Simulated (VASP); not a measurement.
# Ge3Rh (Pm-3n) in VASP: relaxation of cell and atoms with PBE

Aim: the relaxation of cell and atoms of Ge3Rh with PBE.

Program: VASP 6.6.1. These are calculated values, not measurements. Logs are shortened: lines on timing, memory, paths and dates and some standing lists are left out, and cuts for length are marked.

## (1) The cell of the first run

The structure is cubic, space group Pm-3n (No. 223). Conventional cell: a = 5.142 Å, b = 5.142 Å, c = 5.142 Å, α = 90.00°, β = 90.00°, γ = 90.00°. Ge (site symmetry -4m2) has 10 Ge at 2.57 to 3.15 Å and 4 Rh at 2.87 Å within 3.4 Å. Within 3.8 Å of Rh (site symmetry m-3) lie 12 Ge at 2.87 Å.

## (2) Relaxation of cell and atoms, PBE

Input file INCAR:

```
SYSTEM = Ge3Rh
  PREC = Accurate
  ENCUT = 600
  EDIFF = 1E-6
  ISMEAR = 0
  SIGMA = 0.1
  LREAL = .FALSE.
  LASPH = .TRUE.
  NELM = 100
  ALGO = Normal
  ISIF = 3
  LWAVE = .FALSE.
  LCHARG = .FALSE.
  GGA = PE
  IBRION = 2
  NSW = 100
  EDIFFG = -0.01
```

Input file KPOINTS:

```
Automatic mesh
0
G
  8 8 8
  0 0 0
```

Input file POSCAR:

```
Ge3Rh
1.0
    5.1418335098      0.0000000000      0.0000000000
    0.0000000000      5.1418335098      0.0000000000
    0.0000000000      0.0000000000      5.1418335098
Ge Rh
6 2
Direct
    0.2500000000      0.0000000000      0.5000000000
    0.5000000000      0.7500000000      0.0000000000
    0.7500000000      0.0000000000      0.5000000000
    0.5000000000      0.2500000000      0.0000000000
    0.0000000000      0.5000000000      0.7500000000
    0.0000000000      0.5000000000      0.2500000000
    0.0000000000      0.0000000000      0.0000000000
    0.5000000000      0.5000000000      0.5000000000
```

Potentials or basis: VASP PAW PBE potentials, release 64 (Ge_d, Rh_pv).

Launch:

```console
> cat potpaw_PBE.64/Ge_d/POTCAR potpaw_PBE.64/Rh_pv/POTCAR > POTCAR
> mpirun -np 1 vasp_std > vasp.out
```

OUTCAR:

```text
SYSTEM = Ge3Rh
   PREC = Accurate
   ENCUT = 600
   EDIFF = 1E-6
   ISMEAR = 0
   LREAL = .FALSE.
   LASPH = .TRUE.
   NELM = 100
   ISIF = 3
   GGA = PE
   IBRION = 2
   NSW = 100
   EDIFFG = -0.01

 ion  position               nearest neighbor table
   1  0.250  0.000  0.500-   3 2.57   3 2.57   8 2.87   7 2.87   8 2.87   7 2.87
   2  0.500  0.750  0.000-   4 2.57   4 2.57   8 2.87   8 2.87   7 2.87   7 2.87
   3  0.750  0.000  0.500-   1 2.57   1 2.57   8 2.87   7 2.87   8 2.87   7 2.87
   4  0.500  0.250  0.000-   2 2.57   2 2.57   8 2.87   8 2.87   7 2.87   7 2.87
   5  0.000  0.500  0.750-   6 2.57   6 2.57   8 2.87   7 2.87   7 2.87   8 2.87
   6  0.000  0.500  0.250-   5 2.57   5 2.57   8 2.87   7 2.87   7 2.87   8 2.87
   7  0.000  0.000  0.000-   1 2.87   2 2.87   3 2.87   4 2.87   5 2.87   6 2.87   1 2.87   3 2.87
                             5 2.87   6 2.87   2 2.87   4 2.87
   8  0.500  0.500  0.500-   1 2.87   2 2.87   3 2.87   4 2.87   5 2.87   6 2.87   2 2.87   4 2.87
                             1 2.87   3 2.87   5 2.87   6 2.87

  LATTYP: Found a simple cubic cell.
 ALAT       =     5.1418335098

  Lattice vectors:

 A1 = (   5.1418335098,   0.0000000000,   0.0000000000)
 A2 = (   0.0000000000,   5.1418335098,   0.0000000000)
 A3 = (   0.0000000000,   0.0000000000,   5.1418335098)

Analysis of symmetry for initial positions (statically):
=====================================================================
 Subroutine PRICEL returns:
 Original cell was already a primitive cell.

 Routine SETGRP: Setting up the symmetry group for a
 simple cubic supercell.

 Subroutine GETGRP returns: Found 48 space group operations
 (whereof 24 operations were pure point group operations)
 out of a pool of 48 trial point group operations.

The static configuration has the point symmetry T_h .
 The point group associated with its full space group is O_h .

Analysis of symmetry for dynamics (positions and initial velocities):
=====================================================================
 Subroutine PRICEL returns:
 Original cell was already a primitive cell.

 Routine SETGRP: Setting up the symmetry group for a
 simple cubic supercell.

 Subroutine GETGRP returns: Found 48 space group operations
 (whereof 24 operations were pure point group operations)
 out of a pool of 48 trial point group operations.

The dynamic configuration has the point symmetry T_h .
 The point group associated with its full space group is O_h .

 Subroutine INISYM returns: Found 48 space group operations
 (whereof 24 operations are pure point group operations),
 and found     1 'primitive' translations

----------------------------------------------------------------------------------------

                                     Primitive cell

  volume of cell :     135.9421

  direct lattice vectors                    reciprocal lattice vectors
     5.141833510  0.000000000  0.000000000     0.194483154  0.000000000  0.000000000
     0.000000000  5.141833510  0.000000000     0.000000000  0.194483154  0.000000000
     0.000000000  0.000000000  5.141833510     0.000000000  0.000000000  0.194483154

  length of vectors
     5.141833510  5.141833510  5.141833510     0.194483154  0.194483154  0.194483154

  position of ions in fractional coordinates (direct lattice)
     0.250000000  0.000000000  0.500000000
     0.500000000  0.750000000  0.000000000
     0.750000000  0.000000000  0.500000000
     0.500000000  0.250000000  0.000000000
     0.000000000  0.500000000  0.750000000
     0.000000000  0.500000000  0.250000000
     0.000000000  0.000000000  0.000000000
     0.500000000  0.500000000  0.500000000

  ion indices of the primitive-cell ions
   primitive index   ion index
                 1           1
                 2           2
                 3           3
                 4           4
                 5           5
                 6           6
                 7           7
                 8           8

----------------------------------------------------------------------------------------

 KPOINTS: Automatic mesh

Automatic generation of k-mesh.
 Grid dimensions read from file:
 generate k-points for:    8    8    8

 Generating k-lattice:

  Cartesian coordinates                     Fractional coordinates (reciprocal lattice)
     0.024310394  0.000000000  0.000000000     0.125000000  0.000000000  0.000000000
     0.000000000  0.024310394  0.000000000     0.000000000  0.125000000  0.000000000
     0.000000000  0.000000000  0.024310394     0.000000000  0.000000000  0.125000000

  Length of vectors
     0.024310394  0.024310394  0.024310394

  Shift w.r.t. Gamma in fractional coordinates (k-lattice)
     0.000000000  0.000000000  0.000000000

 Subroutine IBZKPT returns following result:
 ===========================================

 Found     35 irreducible k-points:

 Following reciprocal coordinates:
            Coordinates               Weight
  0.000000  0.000000  0.000000      1.000000
  0.125000  0.000000  0.000000      6.000000
  0.250000  0.000000  0.000000      6.000000
  0.375000  0.000000  0.000000      6.000000
  0.500000  0.000000  0.000000      3.000000
  0.125000  0.125000  0.000000     12.000000
[... 16 lines left out ...]
  0.375000  0.375000  0.125000     24.000000
  0.500000  0.375000  0.125000     24.000000
 [... further k-points ...]
   k-points           NKPTS =     35   k-points in BZ     NKDIM =     35   number of bands    NBANDS=     68
   number of dos      NEDOS =    301   number of ions     NIONS =      8
   total plane-waves  NPLWV =  74088
   dimension x,y,z NGX =    42 NGY =   42 NGZ =   42
   dimension x,y,z NGXF=    84 NGYF=   84 NGZF=   84
   ions per type =               6   2
   NGX,Y,Z   is equivalent  to a cutoff of  13.58, 13.58, 13.58 a.u.
   NGXF,Y,Z  is equivalent  to a cutoff of  27.16, 27.16, 27.16 a.u.
 SYSTEM =  Ge3Rh
   PREC   = accura    normal or accurate (medium, high low for compatibility)
   ISTART =      0    job   : 0-new  1-cont  2-samecut
   ICHARG =      2    charge: 1-file 2-atom 10-const
   ISPIN  =      1    spin polarized calculation?
   LNONCOLLINEAR =      F non collinear calculations
   LSORBIT =      F    spin-orbit coupling
   LASPH  =      T    aspherical Exc in radial PAW
   ENCUT  =  600.0 eV  44.10 Ry    6.64 a.u.  10.27 10.27 10.27*2*pi/ulx,y,z
   NELM   =    100;   NELMIN=  2; NELMDL= -5     # of ELM steps
   EDIFF  = 0.1E-05   stopping-criterion for ELM
   LREAL  =      F    real-space projection
   EDIFFG = -.1E-01   stopping-criterion for IOM
   NSW    =    100    number of steps for IOM
   IBRION =      2    ionic relax: 0-MD 1-quasi-New 2-CG
   NFREE  =      1    steps in history (QN), initial steepest desc. (CG)
   ISIF   =      3    stress and relaxation
   ISYM   =      2    0-nonsym 1-usesym 2-fastsym
   POTIM  = 0.5000    time-step for ionic-motion
   TEBEG  =    0.0;   TEEND  =   0.0 temperature during run
   PSTRESS=    0.0 pullay stress
   NELECT =     114.0000    total number of electrons
   NUPDOWN=      -1.0000    fix difference up-down
   EMIN   =  10.00;   EMAX   =-10.00  energy-range for DOS
   EFERMI =   0.00;   METHOD = LEGACY
   ISMEAR =     0;   SIGMA  =   0.10  broadening in eV -4-tet -1-fermi 0-gaus
   EFERMI_NEDOS =   21; number of points for ismear=-14 and -15
   IALGO  =     38    algorithm
   IMIX   =      4    mixing-type and parameters
     AMIX     =   0.40;   BMIX     =  1.00
     AMIX_MAG =   1.60;   BMIX_MAG =  1.00
  volume/ion in A,a.u.               =      16.99       114.67
  Fermi-wavevector in a.u.,A,eV,Ry     =   1.543803  2.917364 32.427126  2.383327
  Thomas-Fermi vector in A             =   2.649414
   LORBIT       =      0    0 simple, 1 ext, 2 COOP (PROOUT), +10 PAW based schemes
   GGA     = PE    functional components
   LHFCALC =     F    Hartree Fock is set to
   AEXX    =    0.0000 exact exchange contribution
   IVDW    =     0    specifies the selected vdW correction
   LEPSILON=     F    determine dielectric tensor
   LRPA    =     F    only Hartree local field effects (RPA)
 conjugate gradient relaxation of ions
 non-spin polarized calculation
 Gauss-broadening in eV      SIGMA  =   0.10
  energy-cutoff  :      600.00
  volume of cell :      135.94
 maximum number of plane-waves:      4632
 NGX is ok and might be reduce to    42
   NGX = 21   NGY = 21   NGZ = 21

--------------------------------------- Ionic step        1  -------------------------------------------

 number of electron     114.0000096 magnetization

 Free energy of the ion-electron system (eV)
  ---------------------------------------------------
  ext. energy  EPLUGINS =         0.00000000
  ---------------------------------------------------
  free energy    TOTEN  =       -40.89672086 eV

  energy without entropy =      -40.86453215  energy(sigma->0) =      -40.88062650

------------------------ aborting loop because EDIFF is reached ----------------------------------------

  FORCE on cell =-STRESS in cart. coord.  units (eV):
  Direction    XX          YY          ZZ          XY          YZ          ZX
  --------------------------------------------------------------------------------------
  -------------------------------------------------------------------------------------
  Total       -0.1258675     -0.1258675     -0.1258675      0.0000000     -0.0000000     -0.0000000
  in kB       -1.4834401     -1.4834401     -1.4834401      0.0000000     -0.0000000     -0.0000000
  external PRESSURE =      -1.4834401 kB  Pullay stress =       0.0000000 kB
[... 69 lines left out ...]
  energy  without entropy=      -40.8647719127  energy(sigma->0) =      -40.88078023

--------------------------------------- Ionic step        3  -------------------------------------------

 number of electron     114.0000099 magnetization

 Free energy of the ion-electron system (eV)
  ---------------------------------------------------
  ext. energy  EPLUGINS =         0.00000000
  ---------------------------------------------------
  free energy    TOTEN  =       -40.89681629 eV

  energy without entropy =      -40.86474134  energy(sigma->0) =      -40.88077881

 E-fermi :   8.1693     XC(G=0): -12.0306

 val. band max:        8.1664761619   @ k =   0.5000   0.1250   0.0000
 cond. band min:       8.1884775074   @ k =   0.5000   0.2500   0.0000
 fundamental gap:      0.0220013455
 Fermi energy:         8.1693000798

 k-point     1 :       0.0000    0.0000    0.0000
  band No.  band energies     occupation
      1     -37.8898      2.00000
      2     -37.8898      2.00000
      3     -37.8898      2.00000
      4     -37.8887      2.00000
      5     -37.8887      2.00000
      6     -37.8887      2.00000
[... 1693 lines left out ...]
     67      12.8400      0.00000
     68      13.0829      0.00000

 [... further k-points ...]
[... 5 lines left out ...]
  --------------------------------------------------------------------------------------
  -------------------------------------------------------------------------------------
  Total       -0.0103806     -0.0103806     -0.0103806     -0.0000000      0.0000000     -0.0000000
  in kB       -0.1225260     -0.1225260     -0.1225260     -0.0000000      0.0000000     -0.0000000
  external PRESSURE =      -0.1225260 kB  Pullay stress =       0.0000000 kB
[... 23 lines left out ...]
  FREE ENERGIE OF THE ION-ELECTRON SYSTEM (eV)
  ---------------------------------------------------
  free  energy   TOTEN  =       -40.8968162869 eV

  energy  without entropy=      -40.8647413351  energy(sigma->0) =      -40.88077881

 reached required accuracy - stopping structural energy minimisation
```

Wall time 12 min (1 thread of Intel Xeon Platinum 8259CL at 2.50GHz (Skylake/Cascade Lake), shared host); peak memory 0.47 GiB.

Results:

- Free energy: -40.8968 eV
- Relaxed volume: 16.97 Å³/atom
- Relaxed cell: a = 5.139 Å, b = 5.139 Å, c = 5.139 Å, α = 90.00°, β = 90.00°, γ = 90.00°
- Space group after relaxing (to 0.05 Å): Pm-3n (No. 223)
- Energy gained by relaxing: 0.0 meV/atom
- Ionic steps: 3
- Pressure after relaxing: 0.0 GPa
- Band gap on the k mesh: zero (band 57 reaches 9.53 eV, above the bottom of band 58 at 7.54 eV)

Final structure:
```
CELL_PARAMETERS angstrom
5.13927 0.00000 0.00000
0.00000 5.13927 0.00000
0.00000 0.00000 5.13927
ATOMIC_POSITIONS crystal
Ge 0.25000 0.00000 0.50000
Ge 0.50000 0.75000 0.00000
Ge 0.75000 0.00000 0.50000
Ge 0.50000 0.25000 0.00000
Ge 0.00000 0.50000 0.75000
Ge 0.00000 0.50000 0.25000
Rh 0.00000 0.00000 0.00000
Rh 0.50000 0.50000 0.50000
```

Levels at points of the mesh, in eV from the Fermi level:
```
           k point  band 53  band 54  band 55  band 56  band 57  band 58  band 59  band 60  band 61  band 62
(0.00, 0.00, 0.00)    -2.23    -2.23    -0.76    -0.76    -0.27    -0.27     0.88     0.88     0.88     2.88
(0.50, 0.00, 0.00)    -1.30    -1.30    -0.91    -0.91     0.04     0.04     1.62     1.62     1.87     1.87
(0.50, 0.50, 0.00)    -2.00    -1.90    -0.39    -0.13    -0.13     0.53     0.67     1.70     2.21     2.33
(0.50, 0.50, 0.50)    -1.98    -1.98     1.36     1.36     1.36     1.36     1.36     1.36     3.21     3.21
```
